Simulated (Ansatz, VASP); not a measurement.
Two plane-wave programs on Be3TeO2

```
CELL_PARAMETERS angstrom
5.40434 0.00000 0.00000
-2.70217 4.68030 0.00000
0.00000 0.00000 4.99426
ATOMIC_POSITIONS crystal
Be 0.50000 0.00000 0.50000
Be 0.00000 0.50000 0.50000
Be 0.50000 0.50000 0.50000
Te 0.00000 0.00000 0.50000
O 0.33333 0.66667 0.50000
O 0.66667 0.33333 0.50000
```

Alike in both runs: functional PBE; k mesh 6 × 6 × 4; occupations gaussian, width 0.1 eV; no spin polarisation.

Ansatz relaxed the structure, and its values are those at the end. VASP's run is a single point on that final structure, the one shown.

|  | VASP | Ansatz |
| --- | --- | --- |
| version | VASP 6.6.1 | Ansatz 0.2.0 |
| potentials or method | VASP PAW PBE potentials, release 64 (Be, Te, O), cutoff 520 eV | scalar-relativistic, plane waves, PAW |
| valence electrons in the cell | 24 | 34 |

```tsv
	VASP	Ansatz	Ansatz less VASP
gap on the k mesh at the Fermi level (eV)	2.16	2.16	0.000
least direct gap on the mesh (eV)	2.16	2.16	0.000
pressure (GPa)	0.1	0.1	-0.01
```

VASP's potentials hold 24 valence electrons a cell and Ansatz's 34, so a difference there can come from the potentials and not from the codes.

Neither program's run includes spin-orbit coupling.
